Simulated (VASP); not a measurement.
# BaTe (P1) in VASP: further runs

The runs below take BaTe through single point, with r2SCAN.

Everything below comes from runs of VASP 6.6.1. Logs are shortened: lines on timing, memory, paths and dates and some standing lists are left out, and cuts for length are marked.

### 1 The cell of the first run

The typed cell holds 8 atoms: a = 8.525 Å, b = 8.525 Å, c = 4.262 Å, α = 90.00°, β = 90.00°, γ = 90.00°.

### 2 Single point, r2SCAN

POSCAR reads:

```
BaTe
1.0
    8.5249320000      0.0000000000      0.0000000000
    0.0000000000      8.5249320000      0.0000000000
    0.0000000000      0.0000000000      4.2624660000
Ba Te
4 4
Direct
   -0.0016885765     -0.0003716159      0.0005858111
   -0.0004990069      0.5017378438     -0.0049110069
    0.5020302801      0.0010780145     -0.0000574785
    0.4978768159      0.4992387036      0.0002303831
    0.2548008594      0.2463355719      0.4995258613
    0.2492249792      0.7498412891      0.4998019926
    0.7507982468      0.2525756217      0.5019756169
    0.7467319387      0.7508685113      0.5026707544
```

INCAR.step1 reads:

```
SYSTEM = BaTe
PREC     = Accurate       ! precision mode
ENCUT    = 440            ! plane-wave cutoff, eV
ISMEAR   = 0              ! smearing method
SIGMA    = 0.01           ! smearing width, eV
LREAL    = .False.        ! projectors in reciprocal space
LASPH    = .True.         ! aspherical terms in the spheres
NELM     = 120            ! most SCF steps
NBANDS   = 42             ! bands
GGA      = PE             ! functional
ALGO     = Normal         ! electronic algorithm
EDIFF    = 1E-5           ! SCF threshold, eV
LWAVE    = .True.         ! write WAVECAR
LCHARG   = .False.        ! write CHGCAR
GGA_COMPAT= .False.
```

INCAR.step2 reads:

```
SYSTEM = BaTe
PREC     = Accurate       ! precision mode
ENCUT    = 440            ! plane-wave cutoff, eV
EDIFF    = 1E-6           ! SCF threshold, eV
ISMEAR   = 0              ! smearing method
SIGMA    = 0.01           ! smearing width, eV
LREAL    = .False.        ! projectors in reciprocal space
LASPH    = .True.         ! aspherical terms in the spheres
NELM     = 120            ! most SCF steps
ALGO     = Normal         ! electronic algorithm
ISIF     = 2              ! what is computed and relaxed
LWAVE    = .False.        ! write WAVECAR
LCHARG   = .True.         ! write CHGCAR
METAGGA  = R2SCAN         ! meta-GGA
LMIXTAU  = .True.       
LELF     = .True.         ! ELF
LVHAR    = .True.       
NBANDS   = 42             ! bands
ISTART   = 1            
GGA_COMPAT= .False.
```

KPOINTS reads:

```
regular mesh
0
Gamma
  1 1 2
  0 0 0
```

Potentials or basis: VASP PAW PBE potentials, release 64 (Ba_sv, Te).

The run is started by

```sh
$ cat potpaw_PBE.64/Ba_sv/POTCAR potpaw_PBE.64/Te/POTCAR > POTCAR
$ cp INCAR.step1 INCAR
$ mpirun -np 1 vasp_std > vasp.out
$ cp INCAR.step2 INCAR
$ mpirun -np 1 vasp_std > vasp.out
```

OUTCAR:

```text
SYSTEM = BaTe
   PREC = Accurate
   ENCUT = 440
   EDIFF = 1E-6
   ISMEAR = 0
   LREAL = .False.
   LASPH = .True.
   NELM = 120
   ISIF = 2
   METAGGA = R2SCAN
   ISTART = 1

 ion  position               nearest neighbor table
   1  0.998  1.000  0.001-   8 3.69   7 3.69   6 3.69   6 3.70   7 3.70   8 3.70   5 3.71   5 3.71
                             3 4.23   2 4.24   2 4.28   3 4.29
   2  1.000  0.502  0.995-   7 3.66   6 3.67   8 3.68   6 3.69   7 3.70   8 3.72   5 3.73   5 3.76
                             1 4.24   4 4.25   4 4.28   1 4.28
   3  0.502  0.001  1.000-   5 3.65   5 3.66   8 3.66   8 3.67   7 3.69   7 3.70   6 3.71   6 3.71
                             1 4.23   4 4.25   4 4.28   1 4.29
   4  0.498  0.499  0.000-   5 3.67   5 3.67   7 3.69   6 3.69   8 3.69   6 3.69   7 3.69   8 3.70
                             3 4.25   2 4.25   2 4.28   3 4.28
   5  0.255  0.246  0.500-   3 3.65   3 3.66   4 3.67   4 3.67   1 3.71   1 3.71   2 3.73   2 3.76

   6  0.249  0.750  0.500-   2 3.67   4 3.69   4 3.69   2 3.69   1 3.69   1 3.70   3 3.71   3 3.71

   7  0.751  0.253  0.502-   2 3.66   4 3.69   3 3.69   1 3.69   4 3.69   1 3.70   3 3.70   2 3.70

   8  0.747  0.751  0.503-   3 3.66   3 3.67   2 3.68   4 3.69   1 3.69   1 3.70   4 3.70   2 3.72

  LATTYP: Found a simple tetragonal cell.
 ALAT       =     8.5249320000
 C/A-ratio  =     0.5000000000

  Lattice vectors:

 A1 = (   8.5249320000,   0.0000000000,   0.0000000000)
 A2 = (   0.0000000000,   8.5249320000,   0.0000000000)
 A3 = (   0.0000000000,   0.0000000000,   4.2624660000)

Analysis of symmetry for initial positions (statically):
=====================================================================
 Subroutine PRICEL returns:
 Original cell was already a primitive cell.

 Routine SETGRP: Setting up the symmetry group for a
 simple tetragonal supercell.

 Subroutine GETGRP returns: Found  1 space group operations
 (whereof  1 operations were pure point group operations)
 out of a pool of 16 trial point group operations.

The static configuration has the point symmetry C_1 .

Analysis of symmetry for dynamics (positions and initial velocities):
=====================================================================
 Subroutine PRICEL returns:
 Original cell was already a primitive cell.

 Routine SETGRP: Setting up the symmetry group for a
 simple tetragonal supercell.

 Subroutine GETGRP returns: Found  1 space group operations
 (whereof  1 operations were pure point group operations)
 out of a pool of 16 trial point group operations.

The dynamic configuration has the point symmetry C_1 .

 Subroutine INISYM returns: Found  1 space group operations
 (whereof  1 operations are pure point group operations),
 and found     1 'primitive' translations

----------------------------------------------------------------------------------------

                                     Primitive cell

  volume of cell :     309.7724

  direct lattice vectors                    reciprocal lattice vectors
     8.524932000  0.000000000  0.000000000     0.117302988  0.000000000  0.000000000
     0.000000000  8.524932000  0.000000000     0.000000000  0.117302988  0.000000000
     0.000000000  0.000000000  4.262466000     0.000000000  0.000000000  0.234605977

  length of vectors
     8.524932000  8.524932000  4.262466000     0.117302988  0.117302988  0.234605977

  position of ions in fractional coordinates (direct lattice)
     0.998311423  0.999628384  0.000585811
     0.999500993  0.501737844  0.995088993
     0.502030280  0.001078015  0.999942522
     0.497876816  0.499238704  0.000230383
     0.254800859  0.246335572  0.499525861
     0.249224979  0.749841289  0.499801993
     0.750798247  0.252575622  0.501975617
     0.746731939  0.750868511  0.502670754

  ion indices of the primitive-cell ions
   primitive index   ion index
                 1           1
                 2           2
                 3           3
                 4           4
                 5           5
                 6           6
                 7           7
                 8           8

----------------------------------------------------------------------------------------

 KPOINTS: regular mesh

Automatic generation of k-mesh.
 Grid dimensions read from file:
 generate k-points for:    1    1    2

 Generating k-lattice:

  Cartesian coordinates                     Fractional coordinates (reciprocal lattice)
     0.117302988  0.000000000  0.000000000     1.000000000  0.000000000  0.000000000
     0.000000000  0.117302988  0.000000000     0.000000000  1.000000000  0.000000000
     0.000000000  0.000000000  0.117302988     0.000000000  0.000000000  0.500000000

  Length of vectors
     0.117302988  0.117302988  0.117302988

  Shift w.r.t. Gamma in fractional coordinates (k-lattice)
     0.000000000  0.000000000  0.000000000

 Subroutine IBZKPT returns following result:
 ===========================================

 Found      2 irreducible k-points:

 Following reciprocal coordinates:
            Coordinates               Weight
  0.000000  0.000000  0.000000      1.000000
  0.000000  0.000000  0.500000      1.000000
   k-points           NKPTS =      2   k-points in BZ     NKDIM =      2   number of bands    NBANDS=     42
   number of dos      NEDOS =    301   number of ions     NIONS =      8
   total plane-waves  NPLWV = 108000
   dimension x,y,z NGX =    60 NGY =   60 NGZ =   30
   dimension x,y,z NGXF=   120 NGYF=  120 NGZF=   60
   ions per type =               4   4
   NGX,Y,Z   is equivalent  to a cutoff of  11.70, 11.70, 11.70 a.u.
   NGXF,Y,Z  is equivalent  to a cutoff of  23.40, 23.40, 23.40 a.u.
 SYSTEM =  BaTe
   PREC   = accura    normal or accurate (medium, high low for compatibility)
   ISTART =      1    job   : 0-new  1-cont  2-samecut
   ICHARG =      0    charge: 1-file 2-atom 10-const
   ISPIN  =      1    spin polarized calculation?
   LNONCOLLINEAR =      F non collinear calculations
   LSORBIT =      F    spin-orbit coupling
   LASPH  =      T    aspherical Exc in radial PAW
   ENCUT  =  440.0 eV  32.34 Ry    5.69 a.u.  14.58 14.58  7.29*2*pi/ulx,y,z
   NELM   =    120;   NELMIN=  2; NELMDL=  0     # of ELM steps
   EDIFF  = 0.1E-05   stopping-criterion for ELM
   LREAL  =      F    real-space projection
   EDIFFG = 0.1E-04   stopping-criterion for IOM
   NSW    =      0    number of steps for IOM
   IBRION =     -1    ionic relax: 0-MD 1-quasi-New 2-CG
   NFREE  =      0    steps in history (QN), initial steepest desc. (CG)
   ISIF   =      2    stress and relaxation
   ISYM   =      2    0-nonsym 1-usesym 2-fastsym
   POTIM  = 0.5000    time-step for ionic-motion
   TEBEG  =    0.0;   TEEND  =   0.0 temperature during run
   PSTRESS=    0.0 pullay stress
   NELECT =      64.0000    total number of electrons
   NUPDOWN=      -1.0000    fix difference up-down
   EMIN   =  10.00;   EMAX   =-10.00  energy-range for DOS
   EFERMI =   0.00;   METHOD = LEGACY
   ISMEAR =     0;   SIGMA  =   0.01  broadening in eV -4-tet -1-fermi 0-gaus
   EFERMI_NEDOS =   21; number of points for ismear=-14 and -15
   IALGO  =     38    algorithm
   IMIX   =      4    mixing-type and parameters
     AMIX     =   0.40;   BMIX     =  1.00
     AMIX_MAG =   1.60;   BMIX_MAG =  1.00
  volume/ion in A,a.u.               =      38.72       261.31
  Fermi-wavevector in a.u.,A,eV,Ry     =   0.967804  1.828884 12.743813  0.936644
  Thomas-Fermi vector in A             =   2.097720
   LORBIT       =      0    0 simple, 1 ext, 2 COOP (PROOUT), +10 PAW based schemes
   METAGGA = R2SCAN    functional components
   LHFCALC =     F    Hartree Fock is set to
   AEXX    =    0.0000 exact exchange contribution
   IVDW    =     0    specifies the selected vdW correction
   LEPSILON=     F    determine dielectric tensor
   LRPA    =     F    only Hartree local field effects (RPA)
 non-spin polarized calculation
 Gauss-broadening in eV      SIGMA  =   0.01
  energy-cutoff  :      440.00
  volume of cell :      309.77
 maximum number of plane-waves:      6519
 NGX is ok and might be reduce to    60
   NGX = 29   NGY = 29   NGZ = 15

 number of electron      63.9999997 magnetization

 Free energy of the ion-electron system (eV)
  ---------------------------------------------------
  ext. energy  EPLUGINS =         0.00000000
  ---------------------------------------------------
  free energy    TOTEN  =      -219.42672498 eV

  energy without entropy =     -219.42672498  energy(sigma->0) =     -219.42672498

 E-fermi :   3.9562     XC(G=0):  -9.1160

 val. band max:        3.8661953019   @ k =   0.0000   0.0000   0.5000
 cond. band min:       4.7679564685   @ k =   0.0000   0.0000   0.0000
 fundamental gap:      0.9017611666
 Fermi energy:         3.9562236020

 k-point     1 :       0.0000    0.0000    0.0000
  band No.  band energies     occupation
      1     -25.5091      2.00000
      2     -25.4812      2.00000
      3     -25.4481      2.00000
      4     -25.4172      2.00000
      5     -10.6174      2.00000
      6     -10.6157      2.00000
[... 34 lines left out ...]
     41       6.9388      0.00000
     42       8.5719      0.00000

 k-point     2 :       0.0000    0.0000    0.5000
  band No.  band energies     occupation
      1     -25.4836      2.00000
      2     -25.4570      2.00000
      3     -25.4231      2.00000
      4     -25.3933      2.00000
      5     -10.6172      2.00000
      6     -10.4395      2.00000
[... 34 lines left out ...]
     41       6.9395      0.00000
     42       8.8896      0.00000

------------------------ aborting loop because EDIFF is reached ----------------------------------------

  FORCE on cell =-STRESS in cart. coord.  units (eV):
  Direction    XX          YY          ZZ          XY          YZ          ZX
  --------------------------------------------------------------------------------------
  -------------------------------------------------------------------------------------
  Total        4.8530646      4.8503241      4.8668687     -0.0094656      0.0009413      0.0015784
  in kB       25.1005872     25.0864131     25.1719834     -0.0489574      0.0048686      0.0081635
  external PRESSURE =      25.1196613 kB  Pullay stress =       0.0000000 kB

 VOLUME and BASIS-vectors are now :
 -----------------------------------------------------------------------------
  energy-cutoff  :      440.00
  volume of cell :      309.77
      direct lattice vectors                 reciprocal lattice vectors
     8.524932000  0.000000000  0.000000000     0.117302988  0.000000000  0.000000000
     0.000000000  8.524932000  0.000000000     0.000000000  0.117302988  0.000000000
     0.000000000  0.000000000  4.262466000     0.000000000  0.000000000  0.234605977

 POSITION                                       TOTAL-FORCE (eV/Angst)
 -----------------------------------------------------------------------------------
      8.51054      8.52176      0.00250         0.029124      0.021165     -0.008263
      8.52068      4.27728      4.24153        -0.012687      0.004037     -0.037186
      4.27977      0.00919      4.26222        -0.061793      0.005435     -0.028828
      4.24437      4.25598      0.00098        -0.031431      0.014051     -0.009076
      2.17216      2.09999      2.12921        -0.035591      0.007624      0.020106
      2.12463      6.39235      2.13039        -0.075785     -0.056391      0.012453
      6.40050      2.15319      2.13965         0.107553      0.010984      0.020602
      6.36584      6.40110      2.14262         0.080609     -0.006905      0.030192
 -----------------------------------------------------------------------------------
    total drift:                               -0.000861      0.000326      0.003115

  FREE ENERGIE OF THE ION-ELECTRON SYSTEM (eV)
  ---------------------------------------------------
  free  energy   TOTEN  =      -219.4267249842 eV

  energy  without entropy=     -219.4267249842  energy(sigma->0) =     -219.42672498
```

Run time: 91 s. Hardware: 1 thread of AMD EPYC 9R45 (Zen 5), shared host; peak memory 0.31 GiB.

Results:

| Property | Result |
| --- | --- |
| Free energy | -219.4267 eV |
| Pressure | 2.5 GPa |
| Largest force | 0.110 eV/Å |
| Band gap on the k mesh | 0.90 eV |

Forces on the atoms (eV/Å):
```
Ba   0.029  0.021 -0.008
Ba  -0.013  0.004 -0.037
Ba  -0.062  0.005 -0.029
Ba  -0.031  0.014 -0.009
Te  -0.036  0.008  0.020
Te  -0.076 -0.056  0.012
Te   0.108  0.011  0.021
Te   0.081 -0.007  0.030
```

Levels at points of the mesh, in eV from the valence-band top:
| k point | band 30 | band 31 | band 32 | band 33 | band 34 | band 35 |
| --- | --- | --- | --- | --- | --- | --- |
| (0.00, 0.00, 0.00) | -0.40 | -0.40 | 0.00 | 0.90 | 0.90 | 1.15 |
| (0.00, 0.00, 0.50) | -0.91 | 0.00 | 0.00 | 1.15 | 1.15 | 1.68 |

Caveat: the k points lie up to 0.74 Å⁻¹ apart; the PAW data sets were made with another functional, which shifts forces and pressure a little; spin-orbit coupling is left out, which moves the levels of the heavy elements; an odd mesh through Γ misses points on the zone boundary, where band edges can lie.

[end of part 1 of 2]
